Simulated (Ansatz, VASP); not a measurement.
## One calculation of Rb, two programs

File INCAR:

```
ALGO = Normal
EDIFF = 1E-6
ENCUT = 520
GGA = RE
ISIF = 2
ISMEAR = -1
LASPH = True
LCHARG = False
LREAL = False
LWAVE = False
NBANDS = 10
NELM = 80
PREC = Accurate
SIGMA = 0.1
```

File KPOINTS:

```
k-points
0
Gamma
  9 9 9
```

The input POSCAR:

```
Rb
1.0
    0.0000000000      3.8221674048      3.8221674048
    3.8221674048      0.0000000000      3.8221674048
    3.8221674048      3.8221674048      0.0000000000
Rb
1
Direct
    0.0000000000      0.0000000000      0.0000000000
```

Input for Ansatz:

```yaml
crystal:
  lattice:
    - [0.0, 3.8221674048, 3.8221674048]
    - [3.8221674048, 0.0, 3.8221674048]
    - [3.8221674048, 3.8221674048, 0.0]
  atoms:
    - { symbol: Rb, position: [0.0, 0.0, 0.0] }
hamiltonian:
  xc: revpbe
  pseudopotentials:
    kind: paw
    azcp:
      Rb: "pseudopotentials/Rb.paw.azcp"
basis:
  ecutwfc: 420
  fft_grid_basis: typed
kpoints:
  mp_grid: { grid: [9, 9, 9], shift: [0, 0, 0] }
magnetization:
  spin_polarized: false
scf:
  occupations: { method: fermi_dirac, width: 0.1 }
  lower_state_search: "off"
output:
  stress: true
```

Alike in both runs: task single point; functional revPBE; k mesh 9 × 9 × 9; occupations fermi-dirac, width 0.1 eV; no spin polarisation.

|  | VASP | Ansatz |
| --- | --- | --- |
| version | VASP 6.6.1 | Ansatz 0.2.0 |
| potentials or method | VASP PAW PBE potentials, release 64 (Rb_sv), cutoff 520 eV | plane waves (420 eV) with PAW, scalar-relativistic |
| valence electrons in the cell | 9 | 9 |

```csv
,VASP,Ansatz,Ansatz less VASP
pressure (GPa),-0.2,-0.2,0.00
```

VASP's potentials were made for PBE, not for revPBE.
